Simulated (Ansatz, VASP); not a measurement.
**AlCu3 in VASP and in Ansatz**

Contents of INCAR:

```
  PREC = Accurate
  ENCUT = 520
  EDIFF = 1E-6
  ISMEAR = 0
  SIGMA = 0.15
  LREAL = F
  LASPH = T
  NELM = 100
  ALGO = Fast
  ISIF = 2
  LWAVE = F
  LCHARG = F
  GGA = CA
  NBANDS = 26
```

The input KPOINTS:

```
regular mesh
0
Gamma
  12 12 12
```

POSCAR

```
AlCu3
1.0
    3.5290891026      0.0000000000      0.0000000000
    0.0000000000      3.5290891026      0.0000000000
    0.0000000000      0.0000000000      3.5290891026
Al Cu
1 3
Direct
    0.0000000000      0.0000000000      0.0000000000
    0.5000000000      0.4946503589      0.0000000000
    0.5000000000      0.0000000000      0.5000000000
    0.0000000000      0.5053496411      0.5000000000
```

Input for Ansatz:

```yaml
crystal:
  lattice:
    - [3.5290891026, 0.0, 0.0]
    - [0.0, 3.5290891026, 0.0]
    - [0.0, 0.0, 3.5290891026]
  atoms:
    - { symbol: Al, position: [0.0, 0.0, 0.0] }
    - { symbol: Cu, position: [0.5, 0.4946503589, 0.0] }
    - { symbol: Cu, position: [0.5, 0.0, 0.5] }
    - { symbol: Cu, position: [0.0, 0.5053496411, 0.5] }
basis:
  ecutwfc: 520.0
kpoints:
  mp_grid: { grid: [12, 12, 12] }
hamiltonian:
  xc: lda
  pseudopotentials: { kind: paw, azcp: { folder: soft_1 } }
scf:
  occupations: { method: gaussian, width: 0.15 }
output:
  forces: true
  stress: true
  eigenvalues: true
```

Change from the starting cell: mode 5 frozen in at -0.019 Å, equal normal strain along x, y and z -0.0167.

Alike in both runs: task single point; functional LDA; k mesh 12 × 12 × 12; occupations gaussian, width 0.15 eV; no spin polarisation.

```csv
,VASP,Ansatz
version,VASP 6.6.1,Ansatz 0.2.0
potentials or method,"VASP PAW LDA potentials, release 64 (Al, Cu), cutoff 520 eV","scalar-relativistic, plane waves, PAW"
valence electrons in the cell,36,60
```

Ansatz gave:

- gap on the k mesh at the Fermi level (eV): none
- pressure (GPa): 9.5
- rms of the force components (eV/Å): 0.063

**Question.** Which values does VASP return?

**Answer.** gap on the k mesh at the Fermi level (eV): none; pressure (GPa): 10.1; rms of the force components (eV/Å): 0.064.

Ansatz warns that its potentials were made for another functional, while VASP's fit it. LDA's correlation is that of Perdew and Zunger in VASP and of Perdew and Wang (1992) in Ansatz. Atom by atom the forces differ by 0.001 eV/Å (rms over components). A gap of «none» marks a metal or a gap that the smearing closes. VASP's potentials hold 36 valence electrons a cell and Ansatz's 60, so a difference there can come from the potentials and not from the codes.
